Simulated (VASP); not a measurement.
# Ti: single point with PBEsol

The system is Ti.

```
Ti
1.0
    -1.66377    1.66377    1.36421
     1.66377   -1.66377    1.36421
     1.54613    1.54613   -1.36421
Ti
1
Direct
  0.00000 0.00000 0.00000
```

This cell differs from its parent crystal: engineering shear strain xy -0.0733, normal strain along z -0.1500.

* Program: VASP 6.6.1
* Task: single point
* Functional: PBEsol
* Potentials or basis: VASP PAW PBE potentials, release 64 (Ti_sv)
* Cutoff: 520 eV
* k mesh: 20 × 20 × 20
* Occupations: gaussian, width 0.15 eV
* Spin: no spin polarisation

```
Pressure               : 23.2 GPa
Band gap on the k mesh : zero (band 6 reaches 11.30 eV, above the bottom of band 7 at 9.84 eV)
```

Stress tensor (GPa, compression positive):
```
23.48  3.20  0.00
 3.20 23.48  0.00
 0.00  0.00 22.69
```

Levels at points of the mesh, in eV from the Fermi level:
```
           k point  band 3  band 4  band 5  band 6  band 7  band 8  band 9  band 10
(0.00, 0.00, 0.00)  -31.55  -31.50   -6.36    0.04    1.36    2.23    2.27     4.15
(0.50, 0.00, 0.00)  -32.02  -31.71   -3.14   -1.29    2.58    3.29    4.76     5.40
(0.50, 0.50, 0.00)  -31.76  -31.47   -2.99    0.39    0.56    2.37    3.78     5.11
(0.00, 0.00, 0.50)  -31.93  -31.61   -2.99    0.79    1.70    1.94    2.89     5.58
(0.50, 0.50, 0.50)  -32.42  -32.17   -3.24   -2.75    4.56    5.27    5.31     8.43
```

Wall time 2.9 min on 1 thread of AMD EPYC 9R45 96-Core Processor (Zen 5) (shared host), peak memory 0.25 GiB.

Caveat: the cell differs from its parent crystal (engineering shear strain xy -0.0733, normal strain along z -0.1500); the PAW data sets were made with another functional, which shifts forces and pressure a little.
